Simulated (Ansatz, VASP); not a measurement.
# Mg5Te3: VASP beside Ansatz

```
CELL_PARAMETERS angstrom
4.26730 2.46373 3.85174
-4.26730 2.46373 3.85174
0.00000 -4.92746 3.85174
ATOMIC_POSITIONS crystal
Mg 0.74791 0.14880 0.74791
Mg 0.74791 0.74791 0.14880
Mg 0.14880 0.74791 0.74791
Mg 0.67920 0.67920 0.67920
Mg 0.12093 0.12093 0.12093
Te 0.44542 0.98571 0.44542
Te 0.44542 0.44542 0.98571
Te 0.98571 0.44542 0.44542
```

Alike in both runs: functional PBE; k mesh 6 × 6 × 6; occupations gaussian, width 0.1 eV; no spin polarisation.

Ansatz relaxed the structure, and its values are those at the end. VASP's run is a single point on that final structure, the one shown.

|  | VASP | Ansatz |
| --- | --- | --- |
| version | VASP 6.6.1 | Ansatz 0.2.0 |
| potentials or method | VASP PAW PBE potentials, release 64 (Mg, Te), cutoff 520 eV | scalar-relativistic, plane waves, PAW |
| valence electrons in the cell | 28 | 98 |

```tsv
	VASP	Ansatz	Ansatz less VASP
gap on the k mesh at the Fermi level (eV)	none	none	-
pressure (GPa)	0.0	0.0	+0.03
rms of the force components (eV/Å)	0.006	0.003	-0.0029
```

A gap of «none» marks a metal or a gap that the smearing closes. With one functional, cell and mesh, what is left measures potentials, basis and numerics. VASP's potentials hold 28 valence electrons a cell and Ansatz's 98, so a difference there can come from the potentials and not from the codes.

Spin-orbit coupling is off throughout.
